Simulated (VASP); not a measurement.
# GaN (Imm2) in VASP: notebook

The runs below take GaN through single point, with PBE.

Program: VASP 6.6.1. These are calculated values, not measurements. Logs are shortened: lines on timing, memory, paths and dates and some standing lists are left out, and cuts for length are marked.

## Step 1: The cell of the first run

The structure is orthorhombic, space group Imm2 (No. 44). The conventional cell has a = 3.216 Å, b = 3.216 Å, c = 4.548 Å, α = 90.00°, β = 90.00°, γ = 90.00°. Ga (site symmetry mm2) has 4 N at 1.91 to 2.03 Å within 2.5 Å. Within 2.5 Å of N (site symmetry mm2) lie 4 Ga at 1.91 to 2.03 Å.

## Step 2: Single point, PBE (atoms displaced along a vibrational mode)

The input, INCAR:

```
ALGO = Normal
EDIFF = 1E-7
ENCUT = 520
GGA = PE
ISIF = 2
ISMEAR = 0
LASPH = True
LCHARG = False
LREAL = False
LWAVE = False
NBANDS = 16
NELM = 80
PREC = Accurate
SIGMA = 0.05
```

The input, KPOINTS:

```
k-points
0
Gamma
  10 10 10
```

The input, POSCAR:

```
GaN
1.0
    0.0000000000      2.2742384928      2.2742384928
    2.2742384928      0.0000000000      2.2742384928
    2.2742384928      2.2742384928      0.0000000000
Ga N
1 1
Direct
   -0.0039750772      0.0039750772     -0.0039750772
    0.7697868430      0.7302131570      0.7697868430
```

Potentials or basis: VASP PAW PBE potentials, release 64 (Ga_d, N).

Launch:

```
cat potpaw_PBE.64/Ga_d/POTCAR potpaw_PBE.64/N/POTCAR > POTCAR
mpirun -np 1 vasp_std > vasp.out
```

OUTCAR:

```text
EDIFF = 1E-7
   ENCUT = 520
   GGA = PE
   ISIF = 2
   ISMEAR = 0
   LASPH = True
   LREAL = False
   NELM = 80
   PREC = Accurate

 ion  position               nearest neighbor table
   1  0.996  0.004  0.996-   2 1.91   2 1.91   2 2.03   2 2.03
   2  0.770  0.730  0.770-   1 1.91   1 1.91   1 2.03   1 2.03

  LATTYP: Found a face centered cubic cell.
 ALAT       =     4.5484769856

  Lattice vectors:

 A1 = (   0.0000000000,   2.2742384928,   2.2742384928)
 A2 = (   2.2742384928,   0.0000000000,   2.2742384928)
 A3 = (   2.2742384928,   2.2742384928,   0.0000000000)

Analysis of symmetry for initial positions (statically):
=====================================================================
 Subroutine PRICEL returns:
 Original cell was already a primitive cell.

 Routine SETGRP: Setting up the symmetry group for a
 face centered cubic supercell.

 Subroutine GETGRP returns: Found  4 space group operations
 (whereof  4 operations were pure point group operations)
 out of a pool of 48 trial point group operations.

The static configuration has the point symmetry C_2v.

Analysis of symmetry for dynamics (positions and initial velocities):
=====================================================================
 Subroutine PRICEL returns:
 Original cell was already a primitive cell.

 Routine SETGRP: Setting up the symmetry group for a
 face centered cubic supercell.

 Subroutine GETGRP returns: Found  4 space group operations
 (whereof  4 operations were pure point group operations)
 out of a pool of 48 trial point group operations.

The dynamic configuration has the point symmetry C_2v.

 Subroutine INISYM returns: Found  4 space group operations
 (whereof  4 operations are pure point group operations),
 and found     1 'primitive' translations

----------------------------------------------------------------------------------------

                                     Primitive cell

  volume of cell :      23.5255

  direct lattice vectors                    reciprocal lattice vectors
     0.000000000  2.274238493  2.274238493    -0.219853811  0.219853811  0.219853811
     2.274238493  0.000000000  2.274238493     0.219853811 -0.219853811  0.219853811
     2.274238493  2.274238493  0.000000000     0.219853811  0.219853811 -0.219853811

  length of vectors
     3.216258921  3.216258921  3.216258921     0.380797971  0.380797971  0.380797971

[... 79 lines left out ...]
   NELM   =     80;   NELMIN=  2; NELMDL= -5     # of ELM steps
   EDIFF  = 0.1E-06   stopping-criterion for ELM
   LREAL  =      F    real-space projection
   EDIFFG = 0.1E-05   stopping-criterion for IOM
   NSW    =      0    number of steps for IOM
   IBRION =     -1    ionic relax: 0-MD 1-quasi-New 2-CG
   NFREE  =      0    steps in history (QN), initial steepest desc. (CG)
   ISIF   =      2    stress and relaxation
   ISYM   =      2    0-nonsym 1-usesym 2-fastsym
   POTIM  = 0.5000    time-step for ionic-motion
   TEBEG  =    0.0;   TEEND  =   0.0 temperature during run
   PSTRESS=    0.0 pullay stress
   NELECT =      18.0000    total number of electrons
   NUPDOWN=      -1.0000    fix difference up-down
   EMIN   =  10.00;   EMAX   =-10.00  energy-range for DOS
   EFERMI =   0.00;   METHOD = LEGACY
   ISMEAR =     0;   SIGMA  =   0.05  broadening in eV -4-tet -1-fermi 0-gaus
   EFERMI_NEDOS =   21; number of points for ismear=-14 and -15
   IALGO  =     38    algorithm
   IMIX   =      4    mixing-type and parameters
     AMIX     =   0.40;   BMIX     =  1.00
     AMIX_MAG =   1.60;   BMIX_MAG =  1.00
  volume/ion in A,a.u.               =      11.76        79.38
  Fermi-wavevector in a.u.,A,eV,Ry     =   1.497337  2.829557 30.504523  2.242019
  Thomas-Fermi vector in A             =   2.609238
   LORBIT       =      0    0 simple, 1 ext, 2 COOP (PROOUT), +10 PAW based schemes
   GGA     = PE    functional components
   LHFCALC =     F    Hartree Fock is set to
   AEXX    =    0.0000 exact exchange contribution
   IVDW    =     0    specifies the selected vdW correction
   LEPSILON=     F    determine dielectric tensor
   LRPA    =     F    only Hartree local field effects (RPA)
 non-spin polarized calculation
 Gauss-broadening in eV      SIGMA  =   0.05
  energy-cutoff  :      520.00
  volume of cell :       23.53
 maximum number of plane-waves:       644
   NGX = 11   NGY = 11   NGZ = 11

 number of electron      17.9999995 magnetization

 Free energy of the ion-electron system (eV)
  ---------------------------------------------------
  ext. energy  EPLUGINS =         0.00000000
  ---------------------------------------------------
  free energy    TOTEN  =       -12.08808449 eV

  energy without entropy =      -12.08808449  energy(sigma->0) =      -12.08808449

 E-fermi :   5.3666     XC(G=0): -11.5205

 val. band max:        5.1663505063   @ k =   0.0000   0.0000   0.0000
 cond. band min:       6.5375944665   @ k =   0.0000   0.0000   0.0000
 fundamental gap:      1.3712439603
 Fermi energy:         5.3666078192

 k-point     1 :       0.0000    0.0000    0.0000
  band No.  band energies     occupation
      1     -10.7586      2.00000
      2      -8.4858      2.00000
      3      -8.4285      2.00000
      4      -8.4236      2.00000
      5      -8.1678      2.00000
      6      -8.1600      2.00000
[... 433 lines left out ...]
      3      -8.3745      2.00000
      4      -8.1769      2.00000
      5      -8.1229      2.00000
      6      -7.3378      2.00000
[... 8 lines left out ...]
     15      22.7269      0.00000
     16      24.2695      0.00000

 [... further k-points ...]

------------------------ aborting loop because EDIFF is reached ----------------------------------------

  FORCE on cell =-STRESS in cart. coord.  units (eV):
  Direction    XX          YY          ZZ          XY          YZ          ZX
  --------------------------------------------------------------------------------------
  -------------------------------------------------------------------------------------
  Total        0.2275317      0.0316114      0.2275317      0.0000000      0.0000000      0.7674525
  in kB       15.4958167      2.1528645     15.4958167      0.0000000      0.0000000     52.2665802
  external PRESSURE =      11.0481660 kB  Pullay stress =       0.0000000 kB

 VOLUME and BASIS-vectors are now :
 -----------------------------------------------------------------------------
  energy-cutoff  :      520.00
  volume of cell :       23.53
      direct lattice vectors                 reciprocal lattice vectors
     0.000000000  2.274238493  2.274238493    -0.219853811  0.219853811  0.219853811
     2.274238493  0.000000000  2.274238493     0.219853811 -0.219853811  0.219853811
     2.274238493  2.274238493  0.000000000     0.219853811  0.219853811 -0.219853811

 POSITION                                       TOTAL-FORCE (eV/Angst)
 -----------------------------------------------------------------------------------
      2.27424      4.53040      2.27424         0.000000      1.202447      0.000000
      3.41136      3.50136      3.41136         0.000000     -1.202447      0.000000
 -----------------------------------------------------------------------------------
    total drift:                                0.000006     -0.001036      0.000005

  FREE ENERGIE OF THE ION-ELECTRON SYSTEM (eV)
  ---------------------------------------------------
  free  energy   TOTEN  =       -12.0880844895 eV

  energy  without entropy=      -12.0880844895  energy(sigma->0) =      -12.08808449
```

stdout:

```text
POSCAR found type information on POSCAR GaN
 POSCAR found :  2 types and       2 ions
 scaLAPACK will be used
 LDA part: xc-table for (Slater+PW92), standard interpolation
 POSCAR, INCAR and KPOINTS ok, starting setup
 FFT: planning ... GRIDC
 FFT: planning ... GRID_SOFT
 FFT: planning ... GRID
 WAVECAR not read
 entering main loop
```

It took 25 s on 1 thread of Intel Xeon Platinum 8488C (Sapphire Rapids), shared host; peak memory 0.18 GiB.

Results:

```yaml
Free_energy: -12.0881 eV
Pressure: 1.1 GPa
Largest_force: 1.202 eV/Å
Band_gap_on_the_k_mesh: 1.37 eV
```

Forces in eV/Å, atoms in the order of the input:
```
Ga   0.000  1.202  0.000
N    0.000 -1.202  0.000
```

Levels at points of the mesh, in eV from the valence-band top:
| k point | band 5 | band 6 | band 7 | band 8 | band 9 | band 10 | band 11 | band 12 | band 13 | band 14 |
| --- | --- | --- | --- | --- | --- | --- | --- | --- | --- | --- |
| (0.00, 0.00, 0.00) | -13.33 | -13.33 | -0.43 | -0.15 | 0.00 | 1.37 | 9.84 | 9.95 | 10.19 | 17.02 |
| (0.50, 0.00, 0.00) | -13.29 | -12.07 | -6.83 | -1.37 | -0.86 | 4.16 | 8.35 | 9.53 | 10.43 | 15.20 |
| (0.00, 0.50, 0.00) | -13.28 | -12.05 | -7.24 | -1.33 | -0.88 | 4.36 | 8.42 | 9.68 | 10.63 | 15.15 |
| (0.50, 0.50, 0.00) | -13.26 | -11.65 | -6.23 | -2.76 | -2.75 | 3.13 | 6.26 | 11.30 | 13.53 | 13.57 |
| (0.50, 0.00, 0.50) | -13.26 | -11.61 | -6.16 | -2.95 | -2.64 | 3.15 | 6.34 | 11.30 | 13.24 | 13.77 |

Caveat: the cell differs from its parent crystal (atoms displaced along a vibrational mode); forces of over 1 eV/Å act on the atoms, so gaps and moduli don't describe the material at rest.

## Step 3: Single point, PBE (atoms displaced along a vibrational mode)

The input, INCAR:

```
PREC = Accurate
ENCUT = 520
EDIFF = 1E-7
ISMEAR = 0
SIGMA = 0.05
LREAL = False
LASPH = True
NELM = 80
ALGO = Normal
ISIF = 2
LWAVE = False
LCHARG = True
GGA = PE
LELF = True
LVHAR = True
NBANDS = 16
```

The input, KPOINTS:

```
regular mesh
0
Gamma
  10 10 10
```

The input, POSCAR:

```
GaN
1.0
    0.0000000000      2.2742384928      2.2742384928
    2.2742384928      0.0000000000      2.2742384928
    2.2742384928      2.2742384928      0.0000000000
Ga N
1 1
Direct
    0.0026500515     -0.0026500515      0.0026500515
    0.7368087713      0.7631912287      0.7368087713
```

Potentials or basis: VASP PAW PBE potentials, release 64 (Ga_d, N).

Launch:

```
cat potpaw_PBE.64/Ga_d/POTCAR potpaw_PBE.64/N/POTCAR > POTCAR
mpirun -np 1 vasp_std > vasp.out
```

Wall time 25 s (1 thread of Intel Xeon Platinum 8488C (Sapphire Rapids), shared host); peak memory 0.18 GiB.

It converged, with:

```
Free energy            : -12.1243 eV
Pressure               : 0.5 GPa
Largest force          : 0.808 eV/Å
Band gap on the k mesh : 1.42 eV
```

Forces on the atoms (eV/Å):
```
Ga   0.000 -0.808  0.000
N    0.000  0.808  0.000
```

Stress tensor (GPa, compression positive):
```
 0.74  0.00 -3.47
 0.00  0.14  0.00
-3.47  0.00  0.74
```

Levels at points of the mesh, in eV from the valence-band top:
```tsv
k point	band 6	band 7	band 8	band 9	band 10	band 11	band 12	band 13
(0.00, 0.00, 0.00)	-13.27	-0.29	-0.11	0.00	1.42	9.91	10.00	10.15
(0.50, 0.00, 0.00)	-12.00	-7.13	-1.21	-0.90	4.39	8.47	9.85	10.48
(0.00, 0.50, 0.00)	-12.02	-6.85	-1.23	-0.90	4.25	8.43	9.74	10.35
(0.50, 0.50, 0.00)	-11.59	-6.15	-2.72	-2.72	3.20	6.34	11.37	13.56
(0.50, 0.00, 0.50)	-11.57	-6.13	-2.84	-2.64	3.21	6.38	11.37	13.37
```

Caveat: the cell differs from its parent crystal (atoms displaced along a vibrational mode).

## Step 4: Single point, PBE (atoms displaced along a vibrational mode)

The input, INCAR:

```
  ALGO = Normal
  EDIFF = 1E-6
  ENCUT = 520
  GGA = PE
  ISIF = 2
  ISMEAR = 0
  LASPH = True
  LCHARG = False
  LREAL = False
  LWAVE = False
  NBANDS = 16
  NELM = 80
  PREC = Accurate
  SIGMA = 0.05
```

The input, KPOINTS:

```
k-points
0
Gamma
  10 10 10
```

The input, POSCAR:

```
GaN
1.0
    0.0000000000      2.2742384928      2.2742384928
    2.2742384928      0.0000000000      2.2742384928
    2.2742384928      2.2742384928      0.0000000000
Ga N
1 1
Direct
   -0.0013250257      0.0013250257     -0.0013250257
    0.7565956143      0.7434043857      0.7565956143
```

Launch:

```
cat potpaw_PBE.64/Ga_d/POTCAR potpaw_PBE.64/N/POTCAR > POTCAR
mpirun -np 1 vasp_std > vasp.out
```

Wall time 23 s (1 thread of Intel Xeon Platinum 8488C (Sapphire Rapids), shared host); peak memory 0.18 GiB.

The run converged. Its results:

```yaml
Free_energy: -12.1462 eV
Pressure: 0.2 GPa
Largest_force: 0.406 eV/Å
Band_gap_on_the_k_mesh: 1.48 eV
```

Forces on the atoms (eV/Å):
```
Ga   0.000  0.406  0.000
N    0.000 -0.406  0.000
```

Stress tensor (GPa, compression positive):
```
0.27 0.00 1.73
0.00 0.12 0.00
1.73 0.00 0.27
```

Levels at points of the mesh, in eV from the valence-band top:
| k point | band 5 | band 6 | band 7 | band 8 | band 9 | band 10 | band 11 | band 12 | band 13 | band 14 |
| --- | --- | --- | --- | --- | --- | --- | --- | --- | --- | --- |
| (0.00, 0.00, 0.00) | -13.20 | -13.20 | -0.14 | -0.06 | 0.00 | 1.48 | 10.01 | 10.06 | 10.13 | 17.16 |
| (0.50, 0.00, 0.00) | -13.16 | -11.96 | -6.86 | -1.09 | -0.92 | 4.35 | 8.51 | 9.97 | 10.28 | 15.34 |
| (0.00, 0.50, 0.00) | -13.15 | -11.94 | -7.00 | -1.08 | -0.92 | 4.42 | 8.53 | 10.03 | 10.34 | 15.32 |
| (0.50, 0.50, 0.00) | -13.13 | -11.52 | -6.08 | -2.67 | -2.67 | 3.27 | 6.42 | 11.45 | 13.61 | 13.61 |
| (0.50, 0.00, 0.50) | -13.13 | -11.52 | -6.08 | -2.73 | -2.62 | 3.27 | 6.43 | 11.45 | 13.52 | 13.69 |

Caveat: the cell differs from its parent crystal (atoms displaced along a vibrational mode).

## Step 5: Summary

| cell | gap on the mesh (eV) | pressure (GPa) | largest force (eV/Å) |
| --- | --- | --- | --- |
| as given, atomic positions A | 1.37 | 1.1 | 1.20 |
| as given, atomic positions B | 1.42 | 0.5 | 0.81 |
| as given, atomic positions C | 1.48 | 0.2 | 0.41 |

Alike in all rows: task single point; level PBE; potentials or basis VASP PAW PBE potentials, release 64 (Ga_d, N); no spin polarisation; k mesh 10 × 10 × 10; cutoff (eV) 520; smearing gaussian 0.05 eV.

Caveats: forces of over 1 eV/Å act on the atoms, so gaps and moduli don't describe the material at rest (at least some runs).

Absolute energies hang on the potentials; compare differences alone.
